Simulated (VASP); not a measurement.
# Al2BN3 (Cm) in VASP: notebook

Runs on Al2BN3. Level: PBE. Tasks: relaxation of cell and atoms.

Everything below comes from runs of VASP 6.6.1. Logs are shortened: lines on timing, memory, paths and dates and some standing lists are left out, and cuts for length are marked.

### Step 1. The cell of the first run

It takes space group Cm (No. 8, monoclinic). The conventional cell has a = 4.696 Å, b = 8.134 Å, c = 3.976 Å, α = 90.00°, β = 113.19°, γ = 90.00°. Al (site symmetry 1) has 3 N at 1.57 Å within 2.1 Å. B (site symmetry m) has 3 N at 1.57 Å within 2.1 Å. N (site symmetry 1) has 2 Al at 1.57 Å and 1 B at 1.57 Å within 2.1 Å. N (site symmetry m) has 2 Al at 1.57 Å and 1 B at 1.57 Å within 2.1 Å.

### Step 2. Relaxation of cell and atoms, PBE

INCAR

```
PREC     = Accurate       # precision mode
ENCUT    = 600            # plane-wave cutoff, eV
EDIFF    = 1E-6           # SCF threshold, eV
ISMEAR   = 0              # smearing method
SIGMA    = 0.1            # smearing width, eV
LREAL    = False          # projectors in reciprocal space
LASPH    = True           # aspherical terms in the spheres
NELM     = 60             # most SCF steps
ALGO     = Normal         # electronic algorithm
ISIF     = 3              # what is computed and relaxed
LWAVE    = False          # write WAVECAR
LCHARG   = False          # write CHGCAR
GGA      = PE             # functional
IBRION   = 2              # ionic algorithm
NSW      = 90             # ionic steps
EDIFFG   = -0.04          # ionic threshold
```

KPOINTS

```
Automatic mesh
0
Gamma
  4 4 6
```

POSCAR

```
Al2BN3
1.0
    2.3481778500     -4.0671633400      0.0000000000
    2.3481778500      4.0671633400      0.0000000000
   -1.5654519000      0.0000000000      3.6549266200
Al B N
2 1 3
Direct
    0.6669954500      0.0003287800      0.0009863400
    0.0003287800      0.6669954500      0.0009863400
    0.3336621100      0.3336621100      0.0009863400
    0.3339048700      0.6672382100      0.0017146200
    0.0005715400      0.0005715400      0.0017146200
    0.6672382100      0.3339048700      0.0017146200
```

Potentials or basis: VASP PAW PBE potentials, release 64 (Al, B, N).

On the command line:

```console
$ cat potpaw_PBE.64/Al/POTCAR potpaw_PBE.64/B/POTCAR potpaw_PBE.64/N/POTCAR > POTCAR
$ mpirun -np 1 vasp_std > vasp.out
```

OUTCAR:

```text
PREC = Accurate
   ENCUT = 600
   EDIFF = 1E-6
   ISMEAR = 0
   LREAL = False
   LASPH = True
   NELM = 60
   ISIF = 3
   GGA = PE
   IBRION = 2
   NSW = 90
   EDIFFG = -0.04

 ion  position               nearest neighbor table
   1  0.667  0.000  0.001-   5 1.57   6 1.57   4 1.57   2 2.71   3 2.71   3 2.71   3 2.71   2 2.71
                             2 2.71
   2  0.000  0.667  0.001-   5 1.57   4 1.57   6 1.57   1 2.71   3 2.71   3 2.71   3 2.71   1 2.71
                             1 2.71
   3  0.334  0.334  0.001-   5 1.57   4 1.57   6 1.57   2 2.71   1 2.71   2 2.71   1 2.71   1 2.71
                             2 2.71
   4  0.334  0.667  0.002-   2 1.57   1 1.57   3 1.57
   5  0.001  0.001  0.002-   1 1.57   2 1.57   3 1.57
   6  0.667  0.334  0.002-   1 1.57   2 1.57   3 1.57

  LATTYP: Found a base centered monoclinic cell.
 ALAT       =     4.6963557000
 B/A-ratio  =     1.7320508070
 C/A-ratio  =     0.8466286843
 COS(beta)  =    -0.3937184500

  Lattice vectors:

 A1 = (   2.3481778500,  -4.0671633400,   0.0000000000)
 A2 = (   2.3481778500,   4.0671633400,   0.0000000000)
 A3 = (  -1.5654519000,   0.0000000000,   3.6549266200)

Analysis of symmetry for initial positions (statically):
=====================================================================
 Subroutine PRICEL returns:
 Original cell was already a primitive cell.

 Routine SETGRP: Setting up the symmetry group for a
 base centered monoclinic supercell.

 Subroutine GETGRP returns: Found  2 space group operations
 (whereof  2 operations were pure point group operations)
 out of a pool of  4 trial point group operations.

The static configuration has the point symmetry C_1h.

Analysis of symmetry for dynamics (positions and initial velocities):
=====================================================================
 Subroutine PRICEL returns:
 Original cell was already a primitive cell.

 Routine SETGRP: Setting up the symmetry group for a
 base centered monoclinic supercell.

 Subroutine GETGRP returns: Found  2 space group operations
 (whereof  2 operations were pure point group operations)
 out of a pool of  4 trial point group operations.

The dynamic configuration has the point symmetry C_1h.

 Subroutine INISYM returns: Found  2 space group operations
 (whereof  2 operations are pure point group operations),
 and found     1 'primitive' translations

----------------------------------------------------------------------------------------

                                     Primitive cell

  volume of cell :      69.8122

  direct lattice vectors                    reciprocal lattice vectors
[... 112 lines left out ...]
   ENCUT  =  600.0 eV  44.10 Ry    6.64 a.u.   9.38  9.38  7.94*2*pi/ulx,y,z
   NELM   =     60;   NELMIN=  2; NELMDL= -5     # of ELM steps
   EDIFF  = 0.1E-05   stopping-criterion for ELM
   LREAL  =      F    real-space projection
   EDIFFG = -.4E-01   stopping-criterion for IOM
   NSW    =     90    number of steps for IOM
   IBRION =      2    ionic relax: 0-MD 1-quasi-New 2-CG
   NFREE  =      1    steps in history (QN), initial steepest desc. (CG)
   ISIF   =      3    stress and relaxation
   ISYM   =      2    0-nonsym 1-usesym 2-fastsym
   POTIM  = 0.5000    time-step for ionic-motion
   TEBEG  =    0.0;   TEEND  =   0.0 temperature during run
   PSTRESS=    0.0 pullay stress
   NELECT =      24.0000    total number of electrons
   NUPDOWN=      -1.0000    fix difference up-down
   EMIN   =  10.00;   EMAX   =-10.00  energy-range for DOS
   EFERMI =   0.00;   METHOD = LEGACY
   ISMEAR =     0;   SIGMA  =   0.10  broadening in eV -4-tet -1-fermi 0-gaus
   EFERMI_NEDOS =   21; number of points for ismear=-14 and -15
   IALGO  =     38    algorithm
   IMIX   =      4    mixing-type and parameters
     AMIX     =   0.40;   BMIX     =  1.00
     AMIX_MAG =   1.60;   BMIX_MAG =  1.00
  volume/ion in A,a.u.               =      11.64        78.52
  Fermi-wavevector in a.u.,A,eV,Ry     =   1.146836  2.167207 17.894843  1.315234
  Thomas-Fermi vector in A             =   2.283519
   LORBIT       =      0    0 simple, 1 ext, 2 COOP (PROOUT), +10 PAW based schemes
   GGA     = PE    functional components
   LHFCALC =     F    Hartree Fock is set to
   AEXX    =    0.0000 exact exchange contribution
   IVDW    =     0    specifies the selected vdW correction
   LEPSILON=     F    determine dielectric tensor
   LRPA    =     F    only Hartree local field effects (RPA)
 conjugate gradient relaxation of ions
 non-spin polarized calculation
 Gauss-broadening in eV      SIGMA  =   0.10
  energy-cutoff  :      600.00
  volume of cell :       69.81
 maximum number of plane-waves:      2348
 NGX is ok and might be reduce to    40
   NGX = 19   NGY = 19   NGZ = 15

--------------------------------------- Ionic step        1  -------------------------------------------

 number of electron      24.0000001 magnetization

 Free energy of the ion-electron system (eV)
  ---------------------------------------------------
  ext. energy  EPLUGINS =         0.00000000
  ---------------------------------------------------
  free energy    TOTEN  =       -38.70381637 eV

  energy without entropy =      -38.70381637  energy(sigma->0) =      -38.70381637

------------------------ aborting loop because EDIFF is reached ----------------------------------------

  FORCE on cell =-STRESS in cart. coord.  units (eV):
  Direction    XX          YY          ZZ          XY          YZ          ZX
  --------------------------------------------------------------------------------------
  -------------------------------------------------------------------------------------
  Total       40.1632735     40.1420677     -0.0687052      0.0000000      0.0000000     -0.0559965
  in kB      921.7399819    921.2533126     -1.5767728      0.0000000      0.0000000     -1.2851099
  external PRESSURE =     613.8055072 kB  Pullay stress =       0.0000000 kB
[... 1022 lines left out ...]
      5      -1.7284      2.00000
      6      -0.9007      2.00000
[... 8 lines left out ...]
     15      10.0574      0.00000
     16      11.0462      0.00000

 [... further k-points ...]

[... ionic steps 4 to 44 ...]

--------------------------------------- Ionic step       45  -------------------------------------------

 number of electron      24.0000001 magnetization

------------------------ aborting loop because EDIFF is reached ----------------------------------------
[... 75 lines left out ...]
--------------------------------------- Ionic step       47  -------------------------------------------

 number of electron      24.0000001 magnetization

 Free energy of the ion-electron system (eV)
  ---------------------------------------------------
  ext. energy  EPLUGINS =         0.00000000
  ---------------------------------------------------
  free energy    TOTEN  =       -46.02316672 eV

  energy without entropy =      -46.02316672  energy(sigma->0) =      -46.02316672

 E-fermi :   6.5335     XC(G=0): -10.9290

 val. band max:        6.0956634628   @ k =   0.5000   0.0000  -0.0000
 cond. band min:       8.9368484468   @ k =   0.5000   0.0000   0.5000
 fundamental gap:      2.8411849840
 Fermi energy:         6.5334630247
[... 489 lines left out ...]
  FREE ENERGIE OF THE ION-ELECTRON SYSTEM (eV)
  ---------------------------------------------------
  free  energy   TOTEN  =       -46.0231667164 eV

  energy  without entropy=      -46.0231667164  energy(sigma->0) =      -46.02316672

 reached required accuracy - stopping structural energy minimisation
```

OSZICAR:

```text
N       E                     dE             d eps       ncg     rms          rms(c)
DAV:   1     0.127289403903E+03    0.12729E+03   -0.12599E+04  1088   0.150E+03
DAV:   2    -0.425736169359E+02   -0.16986E+03   -0.16555E+03  1496   0.292E+02
DAV:   3    -0.513795583720E+02   -0.88059E+01   -0.87962E+01  1440   0.833E+01
[... 435 lines left out ...]
       N       E                     dE             d eps       ncg     rms          rms(c)
DAV:   1    -0.460231890998E+02   -0.54563E-04   -0.29019E-03  1088   0.457E-01    0.300E-02
DAV:   2    -0.460231729545E+02    0.16145E-04   -0.96164E-05  1520   0.874E-02    0.153E-02
DAV:   3    -0.460231671801E+02    0.57744E-05   -0.18799E-05  1328   0.356E-02    0.518E-03
DAV:   4    -0.460231667164E+02    0.46365E-06   -0.34677E-06  1128   0.160E-02
  47 F= -.46023167E+02 E0= -.46023167E+02  d E =-.234241E-03
```

CONTCAR:

```text
Al2BN3
   1.00000000000000
     2.5336949691345980   -4.3337635775151231    0.0649243039233367
     2.5336949691345980    4.3337635775151231    0.0649243039233367
    -1.7006286422883097    0.0000000000000000    2.6041430247491943
  Al              B               N
     2     1     3
Direct
     0.6211487812718675    0.9513773427165665    0.8582296942101892
     0.9513773427165665    0.6211487812718675    0.8582296942101892
     0.3404314776523253    0.3404314776523253    0.0427519777265459
     0.3688834915424747    0.6699849545935691    0.1197582157290240
     0.0508749122231961    0.0508749122231961    0.0093750823950232
     0.6699849545935691    0.3688834915424747    0.1197582157290240

  0.00000000E+00  0.00000000E+00  0.00000000E+00
  0.00000000E+00  0.00000000E+00  0.00000000E+00
  0.00000000E+00  0.00000000E+00  0.00000000E+00
  0.00000000E+00  0.00000000E+00  0.00000000E+00
  0.00000000E+00  0.00000000E+00  0.00000000E+00
  0.00000000E+00  0.00000000E+00  0.00000000E+00
```

Wall time 17 min (1 thread of Intel Xeon Platinum 8124M at 3.00GHz (Skylake/Cascade Lake), shared host); peak memory 0.26 GiB.

What came out:

```
Free energy                           : -46.0232 eV
Relaxed volume                        : 9.69 Å³/atom
Relaxed cell                          : a = 5.020 Å, b = 5.020 Å, c = 3.110 Å, α = 105.37°, β = 105.37°, γ = 119.36°
Space group after relaxing (to 0.1 Å) : Cm (No. 8)
Pressure after relaxing               : 0.0 GPa
Largest force after relaxing          : 0.018 eV/Å
Band gap on the k mesh                : 2.84 eV (least direct gap 3.58 eV)
```

Forces on the atoms (eV/Å):
```
Al  -0.003 -0.015  0.003
Al  -0.003  0.015  0.003
B    0.013  0.000  0.005
N    0.002 -0.015  0.001
N   -0.010  0.000 -0.014
N    0.002  0.015  0.001
```

Final structure:
```xyz
6
Lattice="2.5337 -4.3338 0.0649 2.5337 4.3338 0.0649 -1.7006 0.0000 2.6041" Properties=species:S:1:pos:R:3 pbc="T T T"
Al    2.5248    1.4311    2.3370
Al    2.5248   -1.4311    2.3370
B     1.6524    0.0000    0.1555
N     2.4285    1.3049    0.3793
N     0.2419    0.0000    0.0310
N     2.4285   -1.3049    0.3793
```

Caveat: the volume moved by over 15 % at a fixed basis, so the end points are rough. A k mesh can miss the band edges.

### Step 3. Relaxation of cell and atoms, PBE

This run uses another cell than the first one, of 9.70 Å³/atom.

INCAR

```
SYSTEM = Al2BN3
PREC = Accurate ; ENCUT = 600
EDIFF = 1E-6 ; ISMEAR = 0
SIGMA = 0.02 ; LREAL = .FALSE.
LASPH = .TRUE. ; NELM = 80
ALGO = Normal ; ISIF = 3
LWAVE = .FALSE. ; LCHARG = .FALSE.
GGA = PE ; IBRION = 2
NSW = 100 ; EDIFFG = -0.01
```

KPOINTS

```
regular mesh
0
G
  6 6 8
  0 0 0
```

POSCAR

```
Al2BN3
1.0
    2.5354366070     -4.3316910713      0.0000000000
    2.5354366070      4.3316910713      0.0000000000
   -1.6312060519      0.0000000000      2.6509404799
Al B N
2 1 3
Direct
    0.0486650595      0.3788556747      0.1416892634
    0.3788556747      0.0486650595      0.1416892634
    0.6592375441      0.6592375441      0.9562142036
    0.3300413389      0.6309925395      0.8798985614
    0.9495068832      0.9495068832      0.9925072668
    0.6309925395      0.3300413389      0.8798985614
```

Potentials or basis: VASP PAW PBE potentials, release 64 (Al, B, N).

On the command line:

```console
$ cat potpaw_PBE.64/Al/POTCAR potpaw_PBE.64/B/POTCAR potpaw_PBE.64/N/POTCAR > POTCAR
$ mpirun -np 1 vasp_std > vasp.out
```

Wall time 3.7 min (1 thread of Intel Xeon Platinum 8124M at 3.00GHz (Skylake/Cascade Lake), shared host); peak memory 0.27 GiB.

It converged, with:

| Property | Result |
| --- | --- |
| Free energy | -46.0137 eV |
| Relaxed volume | 9.69 Å³/atom |
| Relaxed cell | a = 5.019 Å, b = 5.019 Å, c = 3.110 Å, α = 105.36°, β = 105.36°, γ = 119.33° |
| Space group after relaxing (to 0.1 Å) | Cm (No. 8) |
| Energy gained by relaxing | 0.0 meV/atom |
| Ionic steps | 7 |
| Pressure after relaxing | 0.0 GPa |
| Largest force after relaxing | 0.009 eV/Å |
| Band gap on the k mesh | 2.84 eV (least direct gap 3.59 eV) |

Forces on the atoms (eV/Å):
```
Al  -0.002 -0.005 -0.005
Al  -0.002  0.005 -0.005
B   -0.003  0.000  0.001
N   -0.001 -0.002  0.006
N    0.008  0.000 -0.004
N   -0.001  0.002  0.006
```

Step by step:
```csv
step,energy change (eV),largest force (eV/Å),pressure (GPa),volume (Å³)
1,0.0000,0.0209,-0.24,58.23
2,-0.0001,0.0183,0.14,58.11
3,-0.0001,0.0159,0.04,58.14
4,-0.0001,0.0269,-0.02,58.14
5,-0.0001,0.0168,0.00,58.14
6,-0.0001,0.0122,-0.01,58.13
7,-0.0001,0.0088,-0.01,58.13
```

Final structure:
```
CELL_PARAMETERS angstrom
2.53462 -4.33144 -0.00004
2.53462 4.33144 -0.00004
-1.63072 0.00000 2.64761
ATOMIC_POSITIONS crystal
Al 0.04867 0.37889 0.14165
Al 0.37889 0.04867 0.14165
B 0.65938 0.65938 0.95683
N 0.32991 0.63100 0.87977
N 0.94945 0.94945 0.99223
N 0.63100 0.32991 0.87977
```

Levels at points of the mesh, in eV from the valence-band top:
```
           k point  band 8  band 9  band 10  band 11  band 12  band 13  band 14  band 15  band 16
(0.00, 0.00, 0.00)   -2.52   -2.05    -1.27    -0.93    -0.26     3.71     4.80     5.57     7.88
(0.50, 0.00, 0.00)   -2.83   -2.45    -1.64    -1.03     0.00     4.74     5.50     5.99     8.12
(0.50, 0.50, 0.00)   -3.18   -2.43    -2.01    -1.19    -0.37     3.22     5.62     6.15     6.46
(0.00, 0.00, 0.50)   -4.12   -2.65    -2.07    -1.46    -1.04     3.44     6.40     7.16     7.96
(0.50, 0.00, 0.50)   -3.99   -3.40    -2.53    -2.15    -1.79     2.84     5.77     6.24     6.92
(0.50, 0.50, 0.50)   -4.27   -3.36    -3.25    -1.04    -0.94     4.64     6.05     6.15     7.99
```

A k mesh can miss the band edges.
